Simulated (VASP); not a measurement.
# Cu (Pm-3m) in VASP: notebook

Runs on Cu. Level: r2SCAN. Tasks: single point, relaxation of cell and atoms.

All numbers are computed with VASP 6.6.1; they aren't measurements. Logs are shortened: lines on timing, memory, paths and dates and some standing lists are left out, and cuts for length are marked.

## (1) The cell of the first run

The structure is cubic, space group Pm-3m (No. 221). The conventional cell has a = 2.369 Å, b = 2.369 Å, c = 2.369 Å, α = 90.00°, β = 90.00°, γ = 90.00°. Cu (site symmetry m-3m) has 6 Cu at 2.37 Å within 3.1 Å.

This isn't the form of Cu at room conditions, which is fcc.

## (2) Single point, r2SCAN

Input file POSCAR:

```
Cu
1.0
    2.3691975526      0.0000000000      0.0000000000
    0.0000000000      2.3691975526      0.0000000000
    0.0000000000      0.0000000000      2.3691975526
Cu
1
Direct
    0.0000000000      0.0000000000      0.0000000000
```

Input file INCAR.step1:

```
PREC     = Accurate       # precision mode
ENCUT    = 520            # plane-wave cutoff, eV
ISMEAR   = 0              # smearing method
SIGMA    = 0.1            # smearing width, eV
LREAL    = False          # projectors in reciprocal space
LASPH    = True           # aspherical terms in the spheres
NELM     = 80             # most SCF steps
NBANDS   = 12             # bands
GGA      = PE             # functional
ALGO     = Normal         # electronic algorithm
EDIFF    = 1E-4           # SCF threshold, eV
LWAVE    = True           # write WAVECAR
LCHARG   = False          # write CHGCAR
```

Input file INCAR.step2:

```
PREC     = Accurate       # precision mode
ENCUT    = 520            # plane-wave cutoff, eV
EDIFF    = 1E-7           # SCF threshold, eV
ISMEAR   = 0              # smearing method
SIGMA    = 0.1            # smearing width, eV
LREAL    = False          # projectors in reciprocal space
LASPH    = True           # aspherical terms in the spheres
NELM     = 80             # most SCF steps
ALGO     = Normal         # electronic algorithm
ISIF     = 2              # what is computed and relaxed
LWAVE    = False          # write WAVECAR
LCHARG   = False          # write CHGCAR
METAGGA  = R2SCAN         # meta-GGA
LMIXTAU  = True         
NBANDS   = 12             # bands
ISTART   = 1
```

Input file KPOINTS:

```
Automatic mesh
0
Gamma
  24 24 24
```

Potentials or basis: VASP PAW PBE potentials, release 64 (Cu).

On the command line:

```bash
$ cat potpaw_PBE.64/Cu/POTCAR > POTCAR
$ cp INCAR.step1 INCAR
$ mpirun -np 1 vasp_std > vasp.out
$ cp INCAR.step2 INCAR
$ mpirun -np 1 vasp_std > vasp.out
```

OUTCAR:

```text
PREC = Accurate
   ENCUT = 520
   EDIFF = 1E-7
   ISMEAR = 0
   LREAL = False
   LASPH = True
   NELM = 80
   ISIF = 2
   METAGGA = R2SCAN
   ISTART = 1

 ion  position               nearest neighbor table
   1  0.000  0.000  0.000-

  LATTYP: Found a simple cubic cell.
 ALAT       =     2.3691975526

  Lattice vectors:

 A1 = (   2.3691975526,   0.0000000000,   0.0000000000)
 A2 = (   0.0000000000,   2.3691975526,   0.0000000000)
 A3 = (   0.0000000000,   0.0000000000,   2.3691975526)

Analysis of symmetry for initial positions (statically):
=====================================================================
 Subroutine PRICEL returns:
 Original cell was already a primitive cell.

 Routine SETGRP: Setting up the symmetry group for a
 simple cubic supercell.

 Subroutine GETGRP returns: Found 48 space group operations
 (whereof 48 operations were pure point group operations)
 out of a pool of 48 trial point group operations.

The static configuration has the point symmetry O_h .

Analysis of symmetry for dynamics (positions and initial velocities):
=====================================================================
 Subroutine PRICEL returns:
 Original cell was already a primitive cell.

 Routine SETGRP: Setting up the symmetry group for a
 simple cubic supercell.

 Subroutine GETGRP returns: Found 48 space group operations
 (whereof 48 operations were pure point group operations)
 out of a pool of 48 trial point group operations.

The dynamic configuration has the point symmetry O_h .

 Subroutine INISYM returns: Found 48 space group operations
 (whereof 48 operations are pure point group operations),
 and found     1 'primitive' translations

----------------------------------------------------------------------------------------

                                     Primitive cell

  volume of cell :      13.2985

  direct lattice vectors                    reciprocal lattice vectors
     2.369197553  0.000000000  0.000000000     0.422083840  0.000000000  0.000000000
     0.000000000  2.369197553  0.000000000     0.000000000  0.422083840  0.000000000
     0.000000000  0.000000000  2.369197553     0.000000000  0.000000000  0.422083840

  length of vectors
     2.369197553  2.369197553  2.369197553     0.422083840  0.422083840  0.422083840

[... 77 lines left out ...]
   NELM   =     80;   NELMIN=  2; NELMDL=  0     # of ELM steps
   EDIFF  = 0.1E-06   stopping-criterion for ELM
   LREAL  =      F    real-space projection
   EDIFFG = 0.1E-05   stopping-criterion for IOM
   NSW    =      0    number of steps for IOM
   IBRION =     -1    ionic relax: 0-MD 1-quasi-New 2-CG
   NFREE  =      0    steps in history (QN), initial steepest desc. (CG)
   ISIF   =      2    stress and relaxation
   ISYM   =      2    0-nonsym 1-usesym 2-fastsym
   POTIM  = 0.5000    time-step for ionic-motion
   TEBEG  =    0.0;   TEEND  =   0.0 temperature during run
   PSTRESS=    0.0 pullay stress
   NELECT =      11.0000    total number of electrons
   NUPDOWN=      -1.0000    fix difference up-down
   EMIN   =  10.00;   EMAX   =-10.00  energy-range for DOS
   EFERMI =   0.00;   METHOD = LEGACY
   ISMEAR =     0;   SIGMA  =   0.10  broadening in eV -4-tet -1-fermi 0-gaus
   EFERMI_NEDOS =   21; number of points for ismear=-14 and -15
   IALGO  =     38    algorithm
   IMIX   =      4    mixing-type and parameters
     AMIX     =   0.40;   BMIX     =  1.00
     AMIX_MAG =   1.60;   BMIX_MAG =  1.00
  volume/ion in A,a.u.               =      13.30        89.74
  Fermi-wavevector in a.u.,A,eV,Ry     =   1.536754  2.904045 32.131708  2.361614
  Thomas-Fermi vector in A             =   2.643359
   LORBIT       =      0    0 simple, 1 ext, 2 COOP (PROOUT), +10 PAW based schemes
   METAGGA = R2SCAN    functional components
   LHFCALC =     F    Hartree Fock is set to
   AEXX    =    0.0000 exact exchange contribution
   IVDW    =     0    specifies the selected vdW correction
   LEPSILON=     F    determine dielectric tensor
   LRPA    =     F    only Hartree local field effects (RPA)
 non-spin polarized calculation
 Gauss-broadening in eV      SIGMA  =   0.10
  energy-cutoff  :      520.00
  volume of cell :       13.30
 maximum number of plane-waves:       370
 NGX is ok and might be reduce to    18
   NGX =  9   NGY =  9   NGZ =  9

 number of electron      11.0000032 magnetization

 Free energy of the ion-electron system (eV)
  ---------------------------------------------------
  ext. energy  EPLUGINS =         0.00000000
  ---------------------------------------------------
  free energy    TOTEN  =       -10.32763608 eV

  energy without entropy =      -10.32608172  energy(sigma->0) =      -10.32685890

 E-fermi :   5.9235     XC(G=0): -12.7844

 val. band max:        5.9195136456   @ k =   0.3333   0.2917   0.2083
 cond. band min:       5.9452791688   @ k =   0.3750   0.2917   0.1250
 fundamental gap:      0.0257655232
 Fermi energy:         5.9235230181

 k-point     1 :       0.0000    0.0000    0.0000
  band No.  band energies     occupation
      1      -2.6065      2.00000
      2       1.8010      2.00000
      3       1.8010      2.00000
      4       4.4817      2.00000
      5       4.4817      2.00000
      6       4.4817      2.00000
      7      24.7920      0.00000
      8      24.7920      0.00000
      9      24.7920      0.00000
     10      28.1730      0.00000
     11      28.1730      0.00000
     12      32.7108      0.00000
[... 331 lines left out ...]
 k-point    24 :       0.4583    0.0417    0.0000
  band No.  band energies     occupation
      1       1.3687      2.00000
      2       2.1657      2.00000
      3       3.4860      2.00000
      4       3.6665      2.00000
      5       4.4725      2.00000
      6       4.5394      2.00000
      7       8.5654      0.00000
      8      29.6462      0.00000
      9      31.0730      0.00000
     10      31.3628      0.00000
     11      31.9808      0.00000
     12      34.9556      0.00000

 [... further k-points ...]
[... 5 lines left out ...]
  --------------------------------------------------------------------------------------
  -------------------------------------------------------------------------------------
  Total        0.0414650      0.0414650      0.0414650      0.0000000     -0.0000000      0.0000000
  in kB        4.9956113      4.9956113      4.9956113      0.0000000     -0.0000000      0.0000000
  external PRESSURE =       4.9956113 kB  Pullay stress =       0.0000000 kB

 VOLUME and BASIS-vectors are now :
 -----------------------------------------------------------------------------
  energy-cutoff  :      520.00
  volume of cell :       13.30
      direct lattice vectors                 reciprocal lattice vectors
     2.369197553  0.000000000  0.000000000     0.422083840  0.000000000  0.000000000
     0.000000000  2.369197553  0.000000000     0.000000000  0.422083840  0.000000000
     0.000000000  0.000000000  2.369197553     0.000000000  0.000000000  0.422083840

 POSITION                                       TOTAL-FORCE (eV/Angst)
 -----------------------------------------------------------------------------------
      0.00000      0.00000      0.00000         0.000000      0.000000      0.000000
 -----------------------------------------------------------------------------------
    total drift:                               -0.000000      0.000000      0.000000

  FREE ENERGIE OF THE ION-ELECTRON SYSTEM (eV)
  ---------------------------------------------------
  free  energy   TOTEN  =       -10.3276360803 eV

  energy  without entropy=      -10.3260817244  energy(sigma->0) =      -10.32685890
```

OUTCAR.step1:

```text
PREC = Accurate
   ENCUT = 520
   ISMEAR = 0
   LREAL = False
   LASPH = True
   NELM = 80
[... 575 lines left out ...]

 POSITION                                       TOTAL-FORCE (eV/Angst)
 -----------------------------------------------------------------------------------
      0.00000      0.00000      0.00000         0.000000      0.000000      0.000000
 -----------------------------------------------------------------------------------
    total drift:                               -0.000000      0.000000      0.000000

  FREE ENERGIE OF THE ION-ELECTRON SYSTEM (eV)
  ---------------------------------------------------
  free  energy   TOTEN  =        -3.2544181651 eV

  energy  without entropy=       -3.2527933739  energy(sigma->0) =       -3.25360577
```

It took 3.5 min on 1 thread of Intel Xeon Platinum 8259CL at 2.50GHz (Skylake/Cascade Lake), shared host; peak memory 0.18 GiB.

Results:

```
Free energy            : -10.3276 eV
Pressure               : 0.5 GPa
Band gap on the k mesh : zero (an odd number of electrons rules out a gap without spin polarisation)
```

Levels at points of the mesh, in eV from the Fermi level:
```tsv
k point	band 2	band 3	band 4	band 5	band 6	band 7	band 8	band 9
(0.00, 0.00, 0.00)	-4.12	-4.12	-1.44	-1.44	-1.44	18.87	18.87	18.87
(0.50, 0.00, 0.00)	-3.77	-2.27	-2.27	-1.44	-1.37	2.26	24.70	25.79
(0.50, 0.50, 0.00)	-3.50	-2.11	-2.11	-0.81	4.58	4.58	9.59	10.59
(0.50, 0.50, 0.50)	-3.80	-3.80	-0.77	-0.77	10.82	10.82	10.82	14.28
```

Caveat: the PAW data sets were made with another functional, which shifts forces and pressure a little.

[end of part 1 of 2]

The gap in the log of VASP goes by the Fermi energy; the results here count the filled bands.